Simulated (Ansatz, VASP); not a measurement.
Two plane-wave programs on AlGa3N4

INCAR

```
SYSTEM = AlGa3N4
ALGO = Normal
EDIFF = 1E-6
ENCUT = 520
GGA = PS
ISIF = 2
ISMEAR = 0
LASPH = .TRUE.
LCHARG = .FALSE.
LREAL = .FALSE.
LWAVE = .FALSE.
NBANDS = 41
NELM = 80
PREC = Accurate
SIGMA = 0.05
```

The input KPOINTS:

```
k-points
0
G
  6 6 6
  0 0 0
```

File POSCAR:

```
AlGa3N4
1.0
    4.4676279409      0.0000000000      0.0000000000
    0.0000000000      4.4676279409      0.0000000000
    0.0000000000      0.0000000000      4.4676279409
Al Ga N
1 3 4
Direct
    0.0000000000      0.0000000000      0.0000000000
    0.5000000000      0.5000000000      0.0000000000
    0.5000000000      0.0000000000      0.5000000000
    0.0000000000      0.5000000000      0.5000000000
    0.7453386916      0.7453386916      0.2546613084
    0.7453386916      0.2546613084      0.7453386916
    0.2546613084      0.7453386916      0.7453386916
    0.2546613084      0.2546613084      0.2546613084
```

Input for Ansatz:

```yaml
crystal:
  lattice:
    - [4.4676279409, 0.0, 0.0]
    - [0.0, 4.4676279409, 0.0]
    - [0.0, 0.0, 4.4676279409]
  atoms:
    - { symbol: Al, position: [0.0, 0.0, 0.0] }
    - { symbol: Ga, position: [0.5, 0.5, 0.0] }
    - { symbol: Ga, position: [0.5, 0.0, 0.5] }
    - { symbol: Ga, position: [0.0, 0.5, 0.5] }
    - { symbol: "N", position: [0.7453386916, 0.7453386916, 0.2546613084] }
    - { symbol: "N", position: [0.7453386916, 0.2546613084, 0.7453386916] }
    - { symbol: "N", position: [0.2546613084, 0.7453386916, 0.7453386916] }
    - { symbol: "N", position: [0.2546613084, 0.2546613084, 0.2546613084] }
basis:
  ecutwfc: 420
kpoints:
  mp_grid: { grid: [6, 6, 6] }
hamiltonian:
  xc: pbesol
scf:
  occupations: { method: gaussian, width: 0.05 }
output:
  forces: true
  stress: true
  eigenvalues: true
```

Change from the starting cell: mode 24 (691.5 1/cm) frozen in, largest displacement +0.075 Å.

Alike in both runs: task single point; functional PBEsol; k mesh 6 × 6 × 6; occupations gaussian, width 0.05 eV; no spin polarisation.

```csv
,VASP,Ansatz
version,VASP 6.6.1,Ansatz 0.2.0
potentials or method,"VASP PAW PBE potentials, release 64 (Al, Ga_d, N), cutoff 520 eV","scalar-relativistic, plane waves, PAW"
valence electrons in the cell,62,62
```

Ansatz gave:

* gap on the k mesh at the Fermi level (eV): 2.21
* least direct gap on the mesh (eV): 2.21
* pressure (GPa): 0.9
* rms of the force components (eV/Å): 0.681

What did VASP give for the same quantities?

gap on the k mesh at the Fermi level (eV): 2.23; least direct gap on the mesh (eV): 2.23; pressure (GPa): 0.7; rms of the force components (eV/Å): 0.678.

VASP's potentials were made for PBE, not for PBEsol. Atom by atom the forces differ by 0.003 eV/Å (rms over components). With one functional, cell and mesh, what is left measures potentials, basis and numerics.
